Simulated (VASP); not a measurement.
# TiO2 in VASP: notebook

Runs on TiO2. Level: PBE. Tasks: single point.

All numbers are computed with VASP 6.6.1; they aren't measurements. Logs are shortened: lines on timing, memory, paths and dates and some standing lists are left out, and cuts for length are marked.

## Step 1: The cell of the first run

The structure is tetragonal, space group I4_1/amd (No. 141). Conventional cell: a = 3.784 Å, b = 3.784 Å, c = 9.515 Å, α = 90.00°, β = 90.00°, γ = 90.00°. Within 2.6 Å of Ti (site symmetry -4m2) lie 6 O at 1.93 to 1.98 Å. Within 2.6 Å of O (site symmetry 2mm) lie 3 Ti at 1.93 to 1.98 Å and 2 O at 2.47 Å.

## Step 2: Single point, PBE

Input file INCAR:

```
PREC     = Accurate       # precision mode
ENCUT    = 520            # plane-wave cutoff, eV
EDIFF    = 1E-6           # SCF threshold, eV
ISMEAR   = -1             # smearing method
SIGMA    = 0.01           # smearing width, eV
LREAL    = F              # projectors in reciprocal space
LASPH    = T              # aspherical terms in the spheres
NELM     = 60             # most SCF steps
ALGO     = Normal         # electronic algorithm
ISIF     = 2              # what is computed and relaxed
LWAVE    = F              # write WAVECAR
LCHARG   = F              # write CHGCAR
GGA      = PE             # functional
NBANDS   = 33             # bands
```

Input file KPOINTS:

```
regular mesh
0
Gamma
  8 8 8
```

Input file POSCAR:

```
TiO2
1.0
   -1.8921000000      1.8921000000      4.7573000000
    1.8921000000     -1.8921000000      4.7573000000
    1.8921000000      1.8921000000     -4.7573000000
Ti O
2 4
Direct
    0.0000000000      0.0000000000      0.0000000000
    0.7500000000      0.2500000000      0.5000000000
    0.2081000000      0.2081000000      0.0000000000
    0.9581000000      0.4581000000      0.5000000000
    0.5419000000      0.0419000000      0.5000000000
    0.7919000000      0.7919000000      0.0000000000
```

Potentials or basis: VASP PAW PBE potentials, release 64 (Ti_sv, O).

Command:

```console
cat potpaw_PBE.64/Ti_sv/POTCAR potpaw_PBE.64/O/POTCAR > POTCAR
mpirun -np 1 vasp_std > vasp.out
```

OUTCAR:

```text
PREC = Accurate
   ENCUT = 520
   EDIFF = 1E-6
   ISMEAR = -1
   LREAL = F
   LASPH = T
   NELM = 60
   ISIF = 2
   GGA = PE

 ion  position               nearest neighbor table
   1  0.000  0.000  0.000-   5 1.93   4 1.93   5 1.93   4 1.93   3 1.98   6 1.98
   2  0.750  0.250  0.500-   6 1.93   3 1.93   6 1.93   3 1.93   4 1.98   5 1.98
   3  0.208  0.208  0.000-   2 1.93   2 1.93   1 1.98
   4  0.958  0.458  0.500-   1 1.93   1 1.93   2 1.98
   5  0.542  0.042  0.500-   1 1.93   1 1.93   2 1.98
   6  0.792  0.792  0.000-   2 1.93   2 1.93   1 1.98

  LATTYP: Found a body centered tetragonal cell.
 ALAT       =     3.7842000000
 C/A-ratio  =     2.5142962846

  Lattice vectors:

 A1 = (  -1.8921000000,   1.8921000000,   4.7573000000)
 A2 = (   1.8921000000,  -1.8921000000,   4.7573000000)
 A3 = (   1.8921000000,   1.8921000000,  -4.7573000000)

Analysis of symmetry for initial positions (statically):
=====================================================================
 Subroutine PRICEL returns:
 Original cell was already a primitive cell.

 Routine SETGRP: Setting up the symmetry group for a
 body centered tetragonal supercell.

 Subroutine GETGRP returns: Found 16 space group operations
 (whereof  8 operations were pure point group operations)
 out of a pool of 16 trial point group operations.

The static configuration has the point symmetry D_2d.
 The point group associated with its full space group is D_4h.

Analysis of symmetry for dynamics (positions and initial velocities):
=====================================================================
 Subroutine PRICEL returns:
 Original cell was already a primitive cell.

 Routine SETGRP: Setting up the symmetry group for a
 body centered tetragonal supercell.

 Subroutine GETGRP returns: Found 16 space group operations
 (whereof  8 operations were pure point group operations)
 out of a pool of 16 trial point group operations.

The dynamic configuration has the point symmetry D_2d.
 The point group associated with its full space group is D_4h.

 Subroutine INISYM returns: Found 16 space group operations
 (whereof  8 operations are pure point group operations),
 and found     1 'primitive' translations

----------------------------------------------------------------------------------------

                                     Primitive cell

  volume of cell :      68.1253

  direct lattice vectors                    reciprocal lattice vectors
    -1.892100000  1.892100000  4.757300000     0.000000000  0.264256646  0.105101633
     1.892100000 -1.892100000  4.757300000     0.264256646  0.000000000  0.105101633
     1.892100000  1.892100000 -4.757300000     0.264256646  0.264256646  0.000000000

  length of vectors
     5.458203744  5.458203744  5.458203744     0.284390450  0.284390450  0.373715333

  position of ions in fractional coordinates (direct lattice)
     0.000000000  0.000000000  0.000000000
     0.750000000  0.250000000  0.500000000
     0.208100000  0.208100000  0.000000000
     0.958100000  0.458100000  0.500000000
     0.541900000  0.041900000  0.500000000
     0.791900000  0.791900000  0.000000000

  ion indices of the primitive-cell ions
   primitive index   ion index
                 1           1
                 2           2
                 3           3
                 4           4
                 5           5
                 6           6

----------------------------------------------------------------------------------------

 KPOINTS: regular mesh

Automatic generation of k-mesh.
 Grid dimensions read from file:
 generate k-points for:    8    8    8

 Generating k-lattice:

  Cartesian coordinates                     Fractional coordinates (reciprocal lattice)
     0.000000000  0.033032081  0.013137704     0.125000000  0.000000000 -0.000000000
     0.033032081  0.000000000  0.013137704     0.000000000  0.125000000 -0.000000000
     0.033032081  0.033032081  0.000000000     0.000000000  0.000000000  0.125000000

  Length of vectors
     0.035548806  0.035548806  0.046714417

  Shift w.r.t. Gamma in fractional coordinates (k-lattice)
     0.000000000  0.000000000  0.000000000

 Subroutine IBZKPT returns following result:
 ===========================================

 Found     59 irreducible k-points:

 Following reciprocal coordinates:
            Coordinates               Weight
  0.000000  0.000000  0.000000      1.000000
  0.125000  0.000000  0.000000      8.000000
  0.250000  0.000000  0.000000      8.000000
  0.375000  0.000000 -0.000000      8.000000
  0.500000  0.000000  0.000000      4.000000
  0.125000  0.125000  0.000000      8.000000
[... 16 lines left out ...]
  0.250000  0.125000  0.125000     16.000000
  0.375000  0.125000  0.125000      8.000000
 [... further k-points ...]
   k-points           NKPTS =     59   k-points in BZ     NKDIM =     59   number of bands    NBANDS=     33
   number of dos      NEDOS =    301   number of ions     NIONS =      6
   total plane-waves  NPLWV =  74088
   dimension x,y,z NGX =    42 NGY =   42 NGZ =   42
   dimension x,y,z NGXF=    84 NGYF=   84 NGZF=   84
   ions per type =               2   4
   NGX,Y,Z   is equivalent  to a cutoff of  12.79, 12.79, 12.79 a.u.
   NGXF,Y,Z  is equivalent  to a cutoff of  25.58, 25.58, 25.58 a.u.
 SYSTEM =  unknown system
   PREC   = accura    normal or accurate (medium, high low for compatibility)
   ISTART =      0    job   : 0-new  1-cont  2-samecut
   ICHARG =      2    charge: 1-file 2-atom 10-const
   ISPIN  =      1    spin polarized calculation?
   LNONCOLLINEAR =      F non collinear calculations
   LSORBIT =      F    spin-orbit coupling
   LASPH  =      T    aspherical Exc in radial PAW
   ENCUT  =  520.0 eV  38.22 Ry    6.18 a.u.  10.15 10.15 10.15*2*pi/ulx,y,z
   NELM   =     60;   NELMIN=  2; NELMDL= -5     # of ELM steps
   EDIFF  = 0.1E-05   stopping-criterion for ELM
   LREAL  =      F    real-space projection
[... 7 lines left out ...]
   TEBEG  =    0.0;   TEEND  =   0.0 temperature during run
   PSTRESS=    0.0 pullay stress
   NELECT =      48.0000    total number of electrons
   NUPDOWN=      -1.0000    fix difference up-down
   EMIN   =  10.00;   EMAX   =-10.00  energy-range for DOS
   EFERMI =   0.00;   METHOD = LEGACY
   ISMEAR =    -1;   SIGMA  =   0.01  broadening in eV -4-tet -1-fermi 0-gaus
   EFERMI_NEDOS =   21; number of points for ismear=-14 and -15
   IALGO  =     38    algorithm
   IMIX   =      4    mixing-type and parameters
     AMIX     =   0.40;   BMIX     =  1.00
     AMIX_MAG =   1.60;   BMIX_MAG =  1.00
  volume/ion in A,a.u.               =      11.35        76.62
  Fermi-wavevector in a.u.,A,eV,Ry     =   1.456752  2.752862 28.873289  2.122127
  Thomas-Fermi vector in A             =   2.573634
   LORBIT       =      0    0 simple, 1 ext, 2 COOP (PROOUT), +10 PAW based schemes
   GGA     = PE    functional components
   LHFCALC =     F    Hartree Fock is set to
   AEXX    =    0.0000 exact exchange contribution
   IVDW    =     0    specifies the selected vdW correction
   LEPSILON=     F    determine dielectric tensor
   LRPA    =     F    only Hartree local field effects (RPA)
 non-spin polarized calculation
  energy-cutoff  :      520.00
  volume of cell :       68.13
 maximum number of plane-waves:      1850
 NGX is ok and might be reduce to    42
   NGX = 21   NGY = 21   NGZ = 21

 number of electron      47.9999989 magnetization

 Free energy of the ion-electron system (eV)
  ---------------------------------------------------
  ext. energy  EPLUGINS =         0.00000000
  ---------------------------------------------------
  free energy    TOTEN  =       -53.82577413 eV

  energy without entropy =      -53.82577413  energy(sigma->0) =      -53.82577413

 E-fermi :   3.6057     XC(G=0): -10.7369

 val. band max:        3.3643023105   @ k =  -0.3750   0.3750   0.0000
 cond. band min:       5.5045581725   @ k =   0.0000   0.0000   0.0000
 fundamental gap:      2.1402558620
 Fermi energy:         3.6057183972

 k-point     1 :       0.0000    0.0000    0.0000
  band No.  band energies     occupation
      1     -52.9933      2.00000
      2     -52.9327      2.00000
      3     -29.4603      2.00000
      4     -29.2188      2.00000
      5     -29.2188      2.00000
      6     -29.1469      2.00000
[... 25 lines left out ...]
     32       8.7047      0.00000
     33       8.7174      0.00000

 k-point     2 :       0.1250    0.0000    0.0000
  band No.  band energies     occupation
      1     -52.9912      2.00000
      2     -52.9340      2.00000
      3     -29.4559      2.00000
      4     -29.2388      2.00000
      5     -29.2203      2.00000
      6     -29.1549      2.00000
[... 25 lines left out ...]
     32       8.8374      0.00000
     33       9.1296      0.00000

 k-point     3 :       0.2500    0.0000    0.0000
  band No.  band energies     occupation
      1     -52.9858      2.00000
      2     -52.9379      2.00000
      3     -29.4459      2.00000
      4     -29.2846      2.00000
      5     -29.2235      2.00000
      6     -29.1712      2.00000
[... 25 lines left out ...]
     32       9.2105      0.00000
     33       9.6311      0.00000

 k-point     4 :       0.3750    0.0000   -0.0000
  band No.  band energies     occupation
      1     -52.9792      2.00000
      2     -52.9429      2.00000
      3     -29.4356      2.00000
      4     -29.3304      2.00000
      5     -29.2263      2.00000
      6     -29.1814      2.00000
[... 25 lines left out ...]
     32       9.3945      0.00000
     33       9.8911      0.00000

 k-point     5 :       0.5000    0.0000    0.0000
  band No.  band energies     occupation
      1     -52.9759      2.00000
      2     -52.9456      2.00000
      3     -29.4304      2.00000
      4     -29.3506      2.00000
      5     -29.2274      2.00000
      6     -29.1831      2.00000
[... 604 lines left out ...]
 k-point    22 :       0.1250    0.1250    0.1250
  band No.  band energies     occupation
      1     -52.9805      2.00000
      2     -52.9409      2.00000
      3     -29.4449      2.00000
      4     -29.3143      2.00000
      5     -29.2525      2.00000
      6     -29.1983      2.00000
[... 25 lines left out ...]
     32      10.0082      0.00000
     33      10.3513      0.00000

 k-point    23 :       0.2500    0.1250    0.1250
  band No.  band energies     occupation
      1     -52.9739      2.00000
      2     -52.9459      2.00000
      3     -29.4354      2.00000
      4     -29.3527      2.00000
      5     -29.2604      2.00000
      6     -29.2154      2.00000
[... 25 lines left out ...]
     32      10.0787      0.00000
     33      10.5726      0.00000

 k-point    24 :       0.3750    0.1250    0.1250
  band No.  band energies     occupation
      1     -52.9703      2.00000
      2     -52.9489      2.00000
      3     -29.4300      2.00000
      4     -29.3715      2.00000
      5     -29.2622      2.00000
      6     -29.2216      2.00000
[... 25 lines left out ...]
     32      10.0658      0.00000
     33      10.6296      0.00000

 [... further k-points ...]

------------------------ aborting loop because EDIFF is reached ----------------------------------------

  FORCE on cell =-STRESS in cart. coord.  units (eV):
  Direction    XX          YY          ZZ          XY          YZ          ZX
  --------------------------------------------------------------------------------------
  -------------------------------------------------------------------------------------
  Total        2.3091784      2.3091784      2.8955000      0.0000000      0.0000000      0.0000000
  in kB       54.3074452     54.3074452     68.0966025      0.0000000      0.0000000      0.0000000
  external PRESSURE =      58.9038310 kB  Pullay stress =       0.0000000 kB

 VOLUME and BASIS-vectors are now :
 -----------------------------------------------------------------------------
  energy-cutoff  :      520.00
  volume of cell :       68.13
      direct lattice vectors                 reciprocal lattice vectors
    -1.892100000  1.892100000  4.757300000     0.000000000  0.264256646  0.105101633
     1.892100000 -1.892100000  4.757300000     0.264256646  0.000000000  0.105101633
     1.892100000  1.892100000 -4.757300000     0.264256646  0.264256646  0.000000000

 POSITION                                       TOTAL-FORCE (eV/Angst)
 -----------------------------------------------------------------------------------
      0.00000      0.00000      0.00000         0.000000      0.000000      0.000000
      0.00000      1.89210      2.37865         0.000000      0.000000     -0.000000
      0.00000      0.00000      1.97999        -0.000000     -0.000000      0.124730
      0.00000      1.89210      4.35864         0.000000      0.000000      0.124730
      0.00000      1.89210      0.39866        -0.000000     -0.000000     -0.124730
      0.00000      0.00000      7.53461         0.000000      0.000000     -0.124730
 -----------------------------------------------------------------------------------
    total drift:                                0.000000      0.000000      0.000000

  FREE ENERGIE OF THE ION-ELECTRON SYSTEM (eV)
  ---------------------------------------------------
  free  energy   TOTEN  =       -53.8257741324 eV

  energy  without entropy=      -53.8257741324  energy(sigma->0) =      -53.82577413
```

It took 7.4 min on 1 thread of Intel Xeon 8259CL, shared host; peak memory 0.28 GiB.

Results:

- Free energy: -53.8258 eV
- Pressure: 5.9 GPa
- Largest force: 0.125 eV/Å
- Band gap on the k mesh: 2.14 eV (least direct gap 2.44 eV)

Forces on the atoms (eV/Å):
```
Ti   0.000  0.000  0.000
Ti   0.000  0.000  0.000
O    0.000  0.000  0.125
O    0.000  0.000  0.125
O    0.000  0.000 -0.125
O    0.000  0.000 -0.125
```

Caveat: the cell stands under pressure. A k mesh can miss the band edges.

## Step 3: Single point, PBE

This run uses another cell than the first one, of 11.64 Å³/atom.

Input file INCAR:

```
SYSTEM = TiO2
ALGO = Normal
EDIFF = 1E-7
ENCUT = 520
GGA = PE
ISIF = 2
ISMEAR = -1
LASPH = .TRUE.
LCHARG = .TRUE.
LELF = .TRUE.
LREAL = .FALSE.
LVHAR = .TRUE.
LWAVE = .FALSE.
NBANDS = 33
NELM = 60
PREC = Accurate
SIGMA = 0.01
```

Input file KPOINTS:

```
k-points
0
G
  8 8 8
  0 0 0
```

Input file POSCAR:

```
TiO2
1.0
   -1.9034068549      1.9144462321      4.7996005680
    1.9144462321     -1.9034068549      4.7996005680
    1.8999250696      1.8999250696     -4.7952099251
Ti O
2 4
Direct
    0.0005573657     -0.0005573657      0.0000000000
    0.7494426343      0.2505573657      0.5000000000
    0.2073506246      0.2082661263      0.0001694925
    0.9582661263      0.4573506246      0.5001694925
    0.5426493754      0.0417338737      0.4998305075
    0.7917338737      0.7926493754     -0.0001694925
```

Potentials or basis: VASP PAW PBE potentials, release 64 (Ti_sv, O).

Command:

```console
cat potpaw_PBE.64/Ti_sv/POTCAR potpaw_PBE.64/O/POTCAR > POTCAR
mpirun -np 1 vasp_std > vasp.out
```

Wall time 19 min (1 thread of Intel Xeon 8259CL, shared host); peak memory 0.41 GiB.

It converged, with:

| Quantity | Value |
| --- | --- |
| Free energy | -53.8616 eV |
| Pressure | 0.7 GPa |
| Largest force | 0.022 eV/Å |
| Band gap on the k mesh | 2.09 eV (least direct gap 2.38 eV) |

Forces in eV/Å, atoms in the order of the input:
```
Ti  -0.002  0.002  0.000
Ti   0.002 -0.002  0.000
O    0.002  0.003  0.021
O    0.003  0.002  0.021
O   -0.002 -0.003 -0.021
O   -0.003 -0.002 -0.021
```

Stress tensor (GPa, compression positive):
```
 0.19  0.11 -0.13
 0.11  0.19 -0.13
-0.13 -0.13  1.59
```

Levels at points of the mesh, in eV from the valence-band top:
| k point | band 21 | band 22 | band 23 | band 24 | band 25 | band 26 | band 27 | band 28 |
| --- | --- | --- | --- | --- | --- | --- | --- | --- |
| (0.00, 0.00, 0.00) | -0.74 | -0.73 | -0.42 | -0.40 | 2.09 | 2.79 | 3.90 | 3.91 |
| (0.50, 0.00, 0.00) | -1.86 | -0.87 | -0.82 | -0.60 | 3.17 | 3.48 | 3.48 | 3.57 |
| (0.50, 0.50, 0.00) | -1.98 | -1.96 | -0.01 | -0.01 | 3.25 | 3.26 | 3.71 | 3.73 |
| (0.00, 0.00, 0.50) | -1.97 | -1.97 | -0.01 | -0.01 | 3.26 | 3.26 | 3.72 | 3.72 |
| (0.50, 0.00, 0.50) | -1.87 | -0.87 | -0.82 | -0.60 | 3.16 | 3.48 | 3.48 | 3.56 |
| (0.50, 0.50, 0.50) | -1.21 | -1.21 | -0.09 | -0.09 | 2.43 | 2.43 | 3.68 | 3.68 |

A k mesh can miss the band edges. As with any semilocal functional, this PBE gap is likely too small.
